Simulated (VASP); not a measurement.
A run of VASP 6.6.1 is set up as follows.

File INCAR:

```
SYSTEM = ZrH
PREC = Accurate
ENCUT = 520
EDIFF = 1E-6
ISMEAR = -1
SIGMA = 0.05
LREAL = .FALSE.
LASPH = .TRUE.
NELM = 60
ALGO = Normal
ISIF = 2
LWAVE = .FALSE.
LCHARG = .TRUE.
GGA = PS
LELF = .TRUE.
LVHAR = .TRUE.
NBANDS = 14
```

The input KPOINTS:

```
regular mesh
0
G
  12 12 12
  0 0 0
```

POSCAR

```
ZrH
1.0
   -1.6439080000      1.6439080000      2.5043990000
    1.6439080000     -1.6439080000      2.5043990000
    1.6439080000      1.6439080000     -2.5043990000
Zr H
1 1
Direct
    0.0000000000      0.0000000000      0.0000000000
    0.7500000000      0.2500000000      0.5000000000
```

Potentials or basis: VASP PAW PBE potentials, release 64 (Zr_sv, H).

Launch:

```console
$ cat potpaw_PBE.64/Zr_sv/POTCAR potpaw_PBE.64/H/POTCAR > POTCAR
$ mpirun -np 1 vasp_std > vasp.out
```

Predict the pressure.

-4.3 GPa.

Estimate the band gap on the k mesh.

zero (an odd number of electrons rules out a gap without spin polarisation).

Stress tensor (GPa, compression positive):
```
-4.25  0.00  0.00
 0.00 -4.25  0.00
 0.00  0.00 -4.53
```

Caveat: the cell stands under tension; the PAW data sets were made with another functional, which shifts forces and pressure a little.
